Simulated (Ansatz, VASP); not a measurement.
# Two plane-wave programs on InP

```
CELL_PARAMETERS angstrom
0.00000 2.61091 3.69183
2.61091 0.00000 3.69183
2.61091 2.61091 0.00000
ATOMIC_POSITIONS crystal
In 0.00000 0.00000 0.00000
P 0.75000 0.75000 0.75000
```

Alike in both runs: task single point; functional r2SCAN; k mesh 10 × 10 × 10; occupations gaussian, width 0.05 eV; no spin polarisation.

|  | VASP | Ansatz |
| --- | --- | --- |
| version | VASP 6.6.1 | Ansatz 0.2.0 |
| potentials or method | VASP PAW PBE potentials, release 64 (In_d, P), cutoff 520 eV | scalar-relativistic, plane waves, PAW |
| valence electrons in the cell | 18 | 18 |

Ansatz gave:

```
gap on the k mesh at the Fermi level (eV)                     : none
pressure (GPa)                                                : -0.1
traceless stress, the component that is largest in VASP (GPa) : -16.25
```

Question: Estimate VASP's values.

Answer: gap on the k mesh at the Fermi level (eV): none; pressure (GPa): -0.2; traceless stress, the component that is largest in VASP (GPa): -16.33.

VASP's potentials were made for PBE, not for r2SCAN. A gap of «none» marks a metal or a gap that the smearing closes. The functional is the same, so the differences come from potentials, cutoffs and numerics.
